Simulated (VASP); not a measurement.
# MnRu (P-6m2) in VASP: notebook

The runs below take MnRu through single point, with LDA.

Everything below comes from runs of VASP 6.6.1. Logs are shortened: lines on timing, memory, paths and dates and some standing lists are left out, and cuts for length are marked.

## 1. The cell of the first run

The structure is hexagonal, space group P-6m2 (No. 187). Conventional cell: a = 2.625 Å, b = 2.625 Å, c = 4.066 Å, α = 90.00°, β = 90.00°, γ = 120.00°. Within 3.3 Å of Mn (site symmetry -6m2) lie 6 Ru at 2.54 Å and 6 Mn at 2.63 Å. Within 3.3 Å of Ru (site symmetry -6m2) lie 6 Mn at 2.54 Å and 6 Ru at 2.63 Å.

## 2. Single point, LDA, collinear spin, ferromagnetic start

INCAR reads:

```
  ALGO = Normal
  EDIFF = 1E-7
  ENCUT = 520
  GGA = CA
  ISIF = 2
  ISMEAR = -1
  ISPIN = 2
  LASPH = True
  LCHARG = False
  LMAXMIX = 4
  LORBIT = 11
  LREAL = False
  LWAVE = False
  MAGMOM = 3.3 0.55
  NBANDS = 24
  NELM = 150
  NUPDOWN = 3.8
  PREC = Accurate
  SIGMA = 0.1
```

KPOINTS reads:

```
k-points
0
Gamma
  13 13 8
```

POSCAR reads:

```
MnRu
1.0
    2.6252190000      0.0000000000      0.0000000000
   -1.3126095000      2.2735063445      0.0000000000
    0.0000000000      0.0000000000      4.0655070000
Mn Ru
1 1
Direct
    0.6666670000      0.3333330000      0.5000000000
    0.3333330000      0.6666670000      0.0000000000
```

Potentials or basis: VASP PAW LDA potentials, release 64 (Mn_pv, Ru_pv).

Started as:

```bash
> cat potpaw_LDA.64/Mn_pv/POTCAR potpaw_LDA.64/Ru_pv/POTCAR > POTCAR
> mpirun -np 1 vasp_std > vasp.out
```

OUTCAR:

```text
EDIFF = 1E-7
   ENCUT = 520
   GGA = CA
   ISIF = 2
   ISMEAR = -1
   ISPIN = 2
   LASPH = True
   LORBIT = 11
   LREAL = False
   NELM = 150
   NUPDOWN = 3.8
   PREC = Accurate

 ion  position               nearest neighbor table
   1  0.667  0.333  0.500-   2 2.54   2 2.54   2 2.54   2 2.54   2 2.54   2 2.54
   2  0.333  0.667  0.000-   1 2.54   1 2.54   1 2.54   1 2.54   1 2.54   1 2.54

  LATTYP: Found a hexagonal cell.
 ALAT       =     2.6252190000
 C/A-ratio  =     1.5486353710

  Lattice vectors:

 A1 = (   2.6252190000,   0.0000000000,   0.0000000000)
 A2 = (  -1.3126095000,   2.2735063445,   0.0000000000)
 A3 = (   0.0000000000,   0.0000000000,   4.0655070000)

Analysis of symmetry for initial positions (statically):
=====================================================================
 Subroutine PRICEL returns:
 Original cell was already a primitive cell.

 Routine SETGRP: Setting up the symmetry group for a
 hexagonal supercell.

 Subroutine GETGRP returns: Found 12 space group operations
 (whereof 12 operations were pure point group operations)
 out of a pool of 24 trial point group operations.

The static configuration has the point symmetry D_3h.

Analysis of symmetry for dynamics (positions and initial velocities):
=====================================================================
 Subroutine PRICEL returns:
 Original cell was already a primitive cell.

 Routine SETGRP: Setting up the symmetry group for a
 hexagonal supercell.

 Subroutine GETGRP returns: Found 12 space group operations
 (whereof 12 operations were pure point group operations)
 out of a pool of 24 trial point group operations.

The dynamic configuration has the point symmetry D_3h.

Analysis of structural, dynamic, and magnetic symmetry:
=====================================================================
 Subroutine PRICEL returns:
 Original cell was already a primitive cell.

 Routine SETGRP: Setting up the symmetry group for a
 hexagonal supercell.

 Subroutine GETGRP returns: Found 12 space group operations
 (whereof 12 operations were pure point group operations)
 out of a pool of 24 trial point group operations.

The overall configuration has the point symmetry D_3h.

 Subroutine INISYM returns: Found 12 space group operations
 (whereof 12 operations are pure point group operations),
 and found     1 'primitive' translations

[... 111 lines left out ...]
   IALGO  =     38    algorithm
   IMIX   =      4    mixing-type and parameters
     AMIX     =   0.40;   BMIX     =  1.00
     AMIX_MAG =   1.60;   BMIX_MAG =  1.00
  volume/ion in A,a.u.               =      12.13        81.87
  Fermi-wavevector in a.u.,A,eV,Ry     =   1.696435  3.205798 39.156104  2.877892
  Thomas-Fermi vector in A             =   2.777298
   LORBIT       =     11    0 simple, 1 ext, 2 COOP (PROOUT), +10 PAW based schemes
   GGA     = CA    functional components
   LHFCALC =     F    Hartree Fock is set to
   AEXX    =    0.0000 exact exchange contribution
   IVDW    =     0    specifies the selected vdW correction
   LEPSILON=     F    determine dielectric tensor
   LRPA    =     F    only Hartree local field effects (RPA)
 spin polarized calculation
  energy-cutoff  :      520.00
  volume of cell :       24.26
 maximum number of plane-waves:       679
 NGX is ok and might be reduce to    20
   NGX =  9   NGY =  9   NGZ = 15

 number of electron      27.0000017 magnetization       3.8000004

 Free energy of the ion-electron system (eV)
  ---------------------------------------------------
  ext. energy  EPLUGINS =         0.00000000
  ---------------------------------------------------
  free energy    TOTEN  =       -19.62044419 eV

  energy without entropy =      -19.53391791  energy(sigma->0) =      -19.57718105

 E-fermi :  11.4811     XC(G=0): -14.3213

 val. band max:       12.6851045514   @ k =   0.0000   0.0000   0.5000
 cond. band min:      11.4862572684   @ k =   0.3077   0.0000   0.5000
 fundamental gap:     -1.1988472829
 Fermi energy:        12.6870369590

 spin component 1

 k-point     1 :       0.0000    0.0000    0.0000
  band No.  band energies     occupation
      1     -36.9711      1.00000
      2     -36.7057      1.00000
      3     -36.7057      1.00000
      4     -30.7143      1.00000
      5     -30.2801      1.00000
      6     -30.2801      1.00000
[... 637 lines left out ...]
     23      31.3172      0.00000
     24      31.5949      0.00000

 [... further k-points ...]

 spin component 2

 k-point     1 :       0.0000    0.0000    0.0000
  band No.  band energies     occupation
      1     -34.1602      1.00000
      2     -33.7236      1.00000
      3     -33.7236      1.00000
      4     -30.3311      1.00000
      5     -29.8609      1.00000
      6     -29.8609      1.00000
[... 637 lines left out ...]
     23      32.1943      0.00000
     24      32.2514      0.00000

 [... further k-points ...]

------------------------ aborting loop because EDIFF is reached ----------------------------------------

  FORCE on cell =-STRESS in cart. coord.  units (eV):
  Direction    XX          YY          ZZ          XY          YZ          ZX
  --------------------------------------------------------------------------------------
  -------------------------------------------------------------------------------------
  Total        3.6005695      3.6005695      2.2434545      0.0000000      0.0000000      0.0000000
  in kB      237.7416959    237.7416959    148.1328693      0.0000000      0.0000000      0.0000000
  external PRESSURE =     207.8720870 kB  Pullay stress =       0.0000000 kB

 VOLUME and BASIS-vectors are now :
 -----------------------------------------------------------------------------
  energy-cutoff  :      520.00
  volume of cell :       24.26
      direct lattice vectors                 reciprocal lattice vectors
     2.625219000  0.000000000  0.000000000     0.380920601  0.219924612  0.000000000
    -1.312609500  2.273506344  0.000000000     0.000000000  0.439849223  0.000000000
     0.000000000  0.000000000  4.065507000     0.000000000  0.000000000  0.245971782

 POSITION                                       TOTAL-FORCE (eV/Angst)
 -----------------------------------------------------------------------------------
      1.31261      0.75783      2.03275         0.000000     -0.000000      0.000000
     -0.00000      1.51567      0.00000        -0.000000      0.000000      0.000000
 -----------------------------------------------------------------------------------
    total drift:                                0.000362     -0.000209      0.000000

  FREE ENERGIE OF THE ION-ELECTRON SYSTEM (eV)
  ---------------------------------------------------
  free  energy   TOTEN  =       -19.6204441894 eV

  energy  without entropy=      -19.5339179067  energy(sigma->0) =      -19.57718105

 total charge

# of ion       s       p       d       tot
------------------------------------------
    1        0.401   6.364   5.117  11.883
    2        0.447   6.320   6.115  12.882
--------------------------------------------------
tot          0.848  12.685  11.233  24.766

 magnetization (x)

# of ion       s       p       d       tot
------------------------------------------
    1        0.011   0.060   2.948   3.019
    2       -0.002   0.045   0.525   0.568
--------------------------------------------------
tot          0.009   0.105   3.473   3.587
```

OSZICAR:

```text
N       E                     dE             d eps       ncg     rms          rms(c)
DAV:   1     0.276502632076E+03    0.27650E+03   -0.15294E+04 10104   0.141E+03
DAV:   2    -0.126148545439E+02   -0.28912E+03   -0.27660E+03 10464   0.416E+02
DAV:   3    -0.213769656302E+02   -0.87621E+01   -0.87070E+01 12824   0.816E+01
DAV:   4    -0.214440594035E+02   -0.67094E-01   -0.67078E-01 10488   0.718E+00
DAV:   5    -0.214449136410E+02   -0.85424E-03   -0.85423E-03 11328   0.779E-01    0.208E+01
DAV:   6    -0.245369807353E+02   -0.30921E+01   -0.41930E+01 11272   0.510E+01    0.274E+01
DAV:   7    -0.197494702573E+02    0.47875E+01   -0.37292E+01 11584   0.412E+01    0.740E+00
DAV:   8    -0.196088230944E+02    0.14065E+00   -0.71560E-01 10504   0.707E+00    0.223E+00
DAV:   9    -0.196208012324E+02   -0.11978E-01   -0.45275E-02 10888   0.158E+00    0.125E+00
DAV:  10    -0.196203826627E+02    0.41857E-03   -0.56927E-03 11896   0.615E-01    0.514E-01
DAV:  11    -0.196204396472E+02   -0.56985E-04   -0.15320E-03 11656   0.262E-01    0.172E-01
DAV:  12    -0.196204383309E+02    0.13164E-05   -0.23947E-04 10792   0.144E-01    0.658E-02
DAV:  13    -0.196204425970E+02   -0.42661E-05   -0.20302E-05 11416   0.332E-02    0.259E-02
DAV:  14    -0.196204437271E+02   -0.11301E-05   -0.44124E-06 11328   0.215E-02    0.755E-03
DAV:  15    -0.196204441909E+02   -0.46385E-06   -0.86206E-07 11136   0.546E-03    0.220E-03
DAV:  16    -0.196204441894E+02    0.14775E-08   -0.51057E-08  5576   0.221E-03
   1 F= -.19620444E+02 E0= -.19577181E+02  d E =-.865263E-01  mag=     3.8000
```

It took 76 s on 1 thread of Intel Xeon Platinum 8488C (Sapphire Rapids), shared host; peak memory 0.2 GiB.

What came out:

| Quantity | Value |
| --- | --- |
| Free energy | -19.6204 eV |
| Pressure | 20.8 GPa |
| Net moment | 3.80 μB per cell |
| Site moments | Mn +3.02; Ru +0.57 μB |
| Valence electrons inside the program's atomic spheres | Mn 11.88; Ru 12.88 |

Stress tensor (GPa, compression positive):
```
23.77  0.00  0.00
 0.00 23.77  0.00
 0.00  0.00 14.81
```

Caveat: the cell stands under pressure; the total moment is fixed, so each spin has its own Fermi level.

## 3. Single point, LDA, collinear spin, ferromagnetic start

INCAR reads:

```
SYSTEM = MnRu
ALGO = Normal ; EDIFF = 1E-7
ENCUT = 520 ; GGA = CA
ISIF = 2 ; ISMEAR = -1
ISPIN = 2 ; LASPH = .True.
LCHARG = .True. ; LELF = .True.
LMAXMIX = 4 ; LORBIT = 11
LREAL = .False. ; LVHAR = .True.
LWAVE = .False. ; MAGMOM = 3.73 1.1
NBANDS = 24 ; NELM = 150
NUPDOWN = 4.8 ; PREC = Accurate
SIGMA = 0.1
```

KPOINTS reads:

```
k-points
0
Gamma
  13 13 8
  0 0 0
```

POSCAR is that of step 2.

Potentials or basis: VASP PAW LDA potentials, release 64 (Mn_pv, Ru_pv).

Started as:

```bash
> cat potpaw_LDA.64/Mn_pv/POTCAR potpaw_LDA.64/Ru_pv/POTCAR > POTCAR
> mpirun -np 1 vasp_std > vasp.out
```

Run time: 74 s. Hardware: 1 thread of Intel Xeon Platinum 8488C (Sapphire Rapids), shared host; peak memory 0.21 GiB.

Results (log left out):

```yaml
Free_energy: -18.9049 eV
Pressure: 34.5 GPa
Net_moment: 4.80 μB per cell
Site_moments: Mn +3.43; Ru +1.09 μB
Valence_electrons_inside_the_program's_atomic_spheres: Mn 11.88; Ru 12.90
```

Stress tensor (GPa, compression positive):
```
33.35  0.00  0.00
 0.00 33.35  0.00
 0.00  0.00 36.85
```

Caveat: the cell stands under pressure; the total moment is fixed, so each spin has its own Fermi level.
